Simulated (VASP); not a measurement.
# NbC2 (I4/mcm) in VASP: single point with PBE

Aim: the single point of NbC2 with PBE.

Program: VASP 6.6.1. These are calculated values, not measurements. Logs are shortened: lines on timing, memory, paths and dates and some standing lists are left out, and cuts for length are marked.

## 1. The cell of the first run

Symmetry: I4/mcm, No. 140, tetragonal system. Conventional cell: a = 4.552 Å, b = 4.552 Å, c = 5.722 Å, α = 90.00°, β = 90.00°, γ = 90.00°. Within 3.3 Å of Nb (site symmetry 422) lie 16 C at 2.34 to 3.15 Å and 6 Nb at 2.86 to 3.22 Å. Within 1.8 Å of C (site symmetry m2m) lie 1 C at 1.38 Å.

The cell was generated, and may not be a known phase.

## 2. Single point, PBE

Input file INCAR:

```
SYSTEM = NbC2
PREC = Accurate
ENCUT = 1300
EDIFF = 1E-6
ISMEAR = 0
SIGMA = 0.2
LREAL = .FALSE.
LASPH = .TRUE.
NELM = 120
ALGO = Normal
ISIF = 2
LWAVE = .FALSE.
LCHARG = .TRUE.
GGA = PE
LELF = .TRUE.
LVHAR = .TRUE.
NBANDS = 30
GGA_COMPAT = .FALSE.
```

Input file KPOINTS:

```
Automatic mesh
0
G
  5 5 5
  0 0 0
```

Input file POSCAR:

```
NbC2
1.0
   -2.2760364630      2.2760364630      2.8609493664
    2.2760364630     -2.2760364630      2.8609493664
    2.2760364630      2.2760364630     -2.8609493664
Nb C
2 4
Direct
    0.7500000000      0.7500000000      0.0000000000
    0.2500000000      0.2500000000      0.0000000000
    0.6074903016      0.1074903016      0.7149806031
    0.3925096984      0.8925096984      0.2850193969
    0.8925096984      0.6074903016      0.5000000000
    0.1074903016      0.3925096984      0.5000000000
```

Potentials or basis: VASP PAW PBE potentials, release 64 (Nb_sv, C_h).

Started as:

```bash
$ cat potpaw_PBE.64/Nb_sv/POTCAR potpaw_PBE.64/C_h/POTCAR > POTCAR
$ mpirun -np 1 vasp_std > vasp.out
```

OUTCAR:

```text
SYSTEM = NbC2
   PREC = Accurate
   ENCUT = 1300
   EDIFF = 1E-6
   ISMEAR = 0
   LREAL = .FALSE.
   LASPH = .TRUE.
   NELM = 120
   ISIF = 2
   GGA = PE

 ion  position               nearest neighbor table
   1  0.750  0.750  0.000-   2 2.86   2 2.86
   2  0.250  0.250  0.000-   1 2.86   1 2.86
   3  0.607  0.107  0.715-   4 1.38
   4  0.393  0.893  0.285-   3 1.38
   5  0.893  0.607  0.500-   6 1.38
   6  0.107  0.393  0.500-   5 1.38

  LATTYP: Found a body centered tetragonal cell.
 ALAT       =     4.5520729260
 C/A-ratio  =     1.2569874925

  Lattice vectors:

 A1 = (  -2.2760364630,   2.2760364630,   2.8609493664)
 A2 = (   2.2760364630,  -2.2760364630,   2.8609493664)
 A3 = (   2.2760364630,   2.2760364630,  -2.8609493664)

Analysis of symmetry for initial positions (statically):
=====================================================================
 Subroutine PRICEL returns:
 Original cell was already a primitive cell.

 Routine SETGRP: Setting up the symmetry group for a
 body centered tetragonal supercell.

 Subroutine GETGRP returns: Found 16 space group operations
 (whereof  8 operations were pure point group operations)
 out of a pool of 16 trial point group operations.

The static configuration has the point symmetry C_4h.
 The point group associated with its full space group is D_4h.

Analysis of symmetry for dynamics (positions and initial velocities):
=====================================================================
 Subroutine PRICEL returns:
 Original cell was already a primitive cell.

 Routine SETGRP: Setting up the symmetry group for a
 body centered tetragonal supercell.

 Subroutine GETGRP returns: Found 16 space group operations
 (whereof  8 operations were pure point group operations)
 out of a pool of 16 trial point group operations.

The dynamic configuration has the point symmetry C_4h.
 The point group associated with its full space group is D_4h.

 Subroutine INISYM returns: Found 16 space group operations
 (whereof  8 operations are pure point group operations),
 and found     1 'primitive' translations

----------------------------------------------------------------------------------------

                                     Primitive cell

  volume of cell :      59.2828

  direct lattice vectors                    reciprocal lattice vectors
    -2.276036463  2.276036463  2.860949366     0.000000000  0.219680136  0.174767162
     2.276036463 -2.276036463  2.860949366     0.219680136  0.000000000  0.174767162
     2.276036463  2.276036463 -2.860949366     0.219680136  0.219680136  0.000000000

  length of vectors
     4.306473643  4.306473643  4.306473643     0.280718583  0.280718583  0.310674628

  position of ions in fractional coordinates (direct lattice)
     0.750000000  0.750000000  0.000000000
     0.250000000  0.250000000  0.000000000
     0.607490302  0.107490302  0.714980603
     0.392509698  0.892509698  0.285019397
     0.892509698  0.607490302  0.500000000
     0.107490302  0.392509698  0.500000000

  ion indices of the primitive-cell ions
   primitive index   ion index
                 1           1
                 2           2
                 3           3
                 4           4
                 5           5
                 6           6

----------------------------------------------------------------------------------------

 KPOINTS: Automatic mesh

Automatic generation of k-mesh.
 Grid dimensions read from file:
 generate k-points for:    5    5    5

 Generating k-lattice:

  Cartesian coordinates                     Fractional coordinates (reciprocal lattice)
     0.000000000  0.043936027  0.034953432     0.200000000  0.000000000 -0.000000000
     0.043936027  0.000000000  0.034953432     0.000000000  0.200000000 -0.000000000
     0.043936027  0.043936027  0.000000000     0.000000000  0.000000000  0.200000000

  Length of vectors
     0.056143717  0.056143717  0.062134926

  Shift w.r.t. Gamma in fractional coordinates (k-lattice)
     0.000000000  0.000000000  0.000000000

 Subroutine IBZKPT returns following result:
 ===========================================

 Found     18 irreducible k-points:

 Following reciprocal coordinates:
            Coordinates               Weight
  0.000000  0.000000  0.000000      1.000000
  0.200000  0.000000 -0.000000      8.000000
  0.400000  0.000000 -0.000000      8.000000
  0.200000  0.200000 -0.000000      8.000000
  0.400000  0.200000  0.000000     16.000000
 -0.400000  0.200000 -0.000000     16.000000
[... 10 lines left out ...]
 -0.400000  0.400000  0.400000      4.000000
 -0.400000 -0.400000  0.400000      2.000000
   k-points           NKPTS =     18   k-points in BZ     NKDIM =     18   number of bands    NBANDS=     30
   number of dos      NEDOS =    301   number of ions     NIONS =      6
   total plane-waves  NPLWV = 157464
   dimension x,y,z NGX =    54 NGY =   54 NGZ =   54
   dimension x,y,z NGXF=   108 NGYF=  108 NGZF=  108
   ions per type =               2   4
   NGX,Y,Z   is equivalent  to a cutoff of  20.85, 20.85, 20.85 a.u.
   NGXF,Y,Z  is equivalent  to a cutoff of  41.69, 41.69, 41.69 a.u.
 SYSTEM =  NbC2
   PREC   = accura    normal or accurate (medium, high low for compatibility)
   ISTART =      0    job   : 0-new  1-cont  2-samecut
   ICHARG =      2    charge: 1-file 2-atom 10-const
   ISPIN  =      1    spin polarized calculation?
   LNONCOLLINEAR =      F non collinear calculations
   LSORBIT =      F    spin-orbit coupling
   LASPH  =      T    aspherical Exc in radial PAW
   ENCUT  = 1300.0 eV  95.55 Ry    9.77 a.u.  12.66 12.66 12.66*2*pi/ulx,y,z
   NELM   =    120;   NELMIN=  2; NELMDL= -5     # of ELM steps
   EDIFF  = 0.1E-05   stopping-criterion for ELM
   LREAL  =      F    real-space projection
   EDIFFG = 0.1E-04   stopping-criterion for IOM
   NSW    =      0    number of steps for IOM
[... 5 lines left out ...]
   TEBEG  =    0.0;   TEEND  =   0.0 temperature during run
   PSTRESS=    0.0 pullay stress
   NELECT =      42.0000    total number of electrons
   NUPDOWN=      -1.0000    fix difference up-down
   EMIN   =  10.00;   EMAX   =-10.00  energy-range for DOS
   EFERMI =   0.00;   METHOD = LEGACY
   ISMEAR =     0;   SIGMA  =   0.20  broadening in eV -4-tet -1-fermi 0-gaus
   EFERMI_NEDOS =   21; number of points for ismear=-14 and -15
   IALGO  =     38    algorithm
   IMIX   =      4    mixing-type and parameters
     AMIX     =   0.40;   BMIX     =  1.00
     AMIX_MAG =   1.60;   BMIX_MAG =  1.00
  volume/ion in A,a.u.               =       9.88        66.68
  Fermi-wavevector in a.u.,A,eV,Ry     =   1.459425  2.757913 28.979332  2.129921
  Thomas-Fermi vector in A             =   2.575993
   LORBIT       =      0    0 simple, 1 ext, 2 COOP (PROOUT), +10 PAW based schemes
   GGA     = PE    functional components
   LHFCALC =     F    Hartree Fock is set to
   AEXX    =    0.0000 exact exchange contribution
   IVDW    =     0    specifies the selected vdW correction
   LEPSILON=     F    determine dielectric tensor
   LRPA    =     F    only Hartree local field effects (RPA)
 non-spin polarized calculation
 Gauss-broadening in eV      SIGMA  =   0.20
  energy-cutoff  :     1300.00
  volume of cell :       59.28
 maximum number of plane-waves:      6333
 NGX is ok and might be reduce to    54
   NGX = 25   NGY = 25   NGZ = 25

 number of electron      42.0000000 magnetization

 Free energy of the ion-electron system (eV)
  ---------------------------------------------------
  ext. energy  EPLUGINS =         0.00000000
  ---------------------------------------------------
  free energy    TOTEN  =       -55.07693112 eV

  energy without entropy =      -55.01665560  energy(sigma->0) =      -55.04679336

 E-fermi :  10.5415     XC(G=0): -12.9010

 val. band max:       10.4995963568   @ k =  -0.4000   0.4000   0.2000
 cond. band min:      10.5809205860   @ k =  -0.2000   0.2000   0.2000
 fundamental gap:      0.0813242292
 Fermi energy:        10.5415105605

 k-point     1 :       0.0000    0.0000    0.0000
  band No.  band energies     occupation
      1     -44.0623      2.00000
      2     -43.8996      2.00000
      3     -20.4903      2.00000
      4     -20.1852      2.00000
      5     -20.1852      2.00000
      6     -20.0209      2.00000
[... 22 lines left out ...]
     29      16.6526      0.00000
     30      17.2975      0.00000

 k-point     2 :       0.2000    0.0000   -0.0000
  band No.  band energies     occupation
      1     -44.0465      2.00000
      2     -43.9148      2.00000
      3     -20.4174      2.00000
      4     -20.1774      2.00000
      5     -20.1738      2.00000
      6     -20.0469      2.00000
[... 22 lines left out ...]
     29      17.1127      0.00000
     30      17.4857      0.00000

 k-point     3 :       0.4000    0.0000   -0.0000
  band No.  band energies     occupation
      1     -44.0054      2.00000
      2     -43.9551      2.00000
      3     -20.2206      2.00000
      4     -20.1471      2.00000
      5     -20.1398      2.00000
      6     -20.1045      2.00000
[... 22 lines left out ...]
     29      16.8411      0.00000
     30      17.1820      0.00000

 k-point     4 :       0.2000    0.2000   -0.0000
  band No.  band energies     occupation
      1     -44.0149      2.00000
      2     -43.9458      2.00000
      3     -20.2613      2.00000
      4     -20.1979      2.00000
      5     -20.1270      2.00000
      6     -20.1122      2.00000
[... 22 lines left out ...]
     29      16.4763      0.00000
     30      17.3642      0.00000

 k-point     5 :       0.4000    0.2000    0.0000
  band No.  band energies     occupation
      1     -43.9899      2.00000
      2     -43.9701      2.00000
      3     -20.2983      2.00000
      4     -20.2519      2.00000
      5     -20.1701      2.00000
      6     -20.0716      2.00000
[... 22 lines left out ...]
     29      16.4643      0.00000
     30      17.0366      0.00000
[... 328 lines left out ...]
     29      15.6171      0.00000
     30      16.7971      0.00000

 k-point    16 :      -0.2000   -0.2000    0.2000
  band No.  band energies     occupation
      1     -44.0246      2.00000
      2     -43.9366      2.00000
      3     -20.2421      2.00000
      4     -20.2421      2.00000
      5     -20.1768      2.00000
      6     -19.9823      2.00000
[... 22 lines left out ...]
     29      15.8104      0.00000
     30      18.0425      0.00000

 k-point    17 :      -0.4000    0.4000    0.4000
  band No.  band energies     occupation
      1     -44.0111      2.00000
      2     -43.9471      2.00000
      3     -20.6198      2.00000
      4     -20.3229      2.00000
      5     -20.3173      2.00000
      6     -19.9304      2.00000
[... 22 lines left out ...]
     29      16.3218      0.00000
     30      16.9621      0.00000

 k-point    18 :      -0.4000   -0.4000    0.4000
  band No.  band energies     occupation
      1     -43.9958      2.00000
      2     -43.9628      2.00000
      3     -20.5427      2.00000
      4     -20.3326      2.00000
      5     -20.3326      2.00000
      6     -19.9106      2.00000
[... 22 lines left out ...]
     29      15.6413      0.00000
     30      16.6596      0.00000

------------------------ aborting loop because EDIFF is reached ----------------------------------------

  FORCE on cell =-STRESS in cart. coord.  units (eV):
  Direction    XX          YY          ZZ          XY          YZ          ZX
  --------------------------------------------------------------------------------------
  -------------------------------------------------------------------------------------
  Total       -0.0920141     -0.0920141      0.0437811      0.0000000      0.0000000      0.0000000
  in kB       -2.4867742     -2.4867742      1.1832295      0.0000000      0.0000000      0.0000000
  external PRESSURE =      -1.2634396 kB  Pullay stress =       0.0000000 kB

 VOLUME and BASIS-vectors are now :
 -----------------------------------------------------------------------------
  energy-cutoff  :     1300.00
  volume of cell :       59.28
      direct lattice vectors                 reciprocal lattice vectors
    -2.276036463  2.276036463  2.860949366     0.000000000  0.219680136  0.174767162
     2.276036463 -2.276036463  2.860949366     0.219680136  0.000000000  0.174767162
     2.276036463  2.276036463 -2.860949366     0.219680136  0.219680136  0.000000000

 POSITION                                       TOTAL-FORCE (eV/Angst)
 -----------------------------------------------------------------------------------
      0.00000      0.00000      4.29142         0.000000     -0.000000     -0.000000
      0.00000      0.00000      1.43047         0.000000     -0.000000     -0.000000
      0.48930      2.76534      0.00000        -0.010424     -0.010424      0.000000
      1.78673     -0.48930      2.86095         0.010424      0.010424     -0.000000
      0.48930      1.78673      2.86095        -0.010424      0.010424     -0.000000
      1.78673      0.48930      0.00000         0.010424     -0.010424     -0.000000
 -----------------------------------------------------------------------------------
    total drift:                                0.000000     -0.000000      0.000000

  FREE ENERGIE OF THE ION-ELECTRON SYSTEM (eV)
  ---------------------------------------------------
  free  energy   TOTEN  =       -55.0769311178 eV

  energy  without entropy=      -55.0166555975  energy(sigma->0) =      -55.04679336
```

Run time: 3.7 min. Hardware: 1 thread of Intel Xeon Platinum 8375C at 2.90GHz (Ice Lake), shared host; peak memory 0.42 GiB.

Results:

| Property | Result |
| --- | --- |
| Free energy | -55.0769 eV |
| Pressure | -0.1 GPa |
| Largest force | 0.015 eV/Å |
| Band gap on the k mesh | zero (bands 21 and 22 overlap by 1.10 eV) |

Forces in eV/Å, atoms in the order of the input:
```
Nb   0.000  0.000  0.000
Nb   0.000  0.000  0.000
C   -0.010 -0.010  0.000
C    0.010  0.010  0.000
C   -0.010  0.010  0.000
C    0.010 -0.010  0.000
```

Levels at points of the mesh, in eV from the Fermi level:
```tsv
k point	band 18	band 19	band 20	band 21	band 22	band 23	band 24	band 25
(0.00, 0.00, 0.00)	-1.40	-1.30	0.57	0.66	1.07	1.07	3.59	3.59
```

The gap in the log of VASP goes by the Fermi energy; the results here count the filled bands.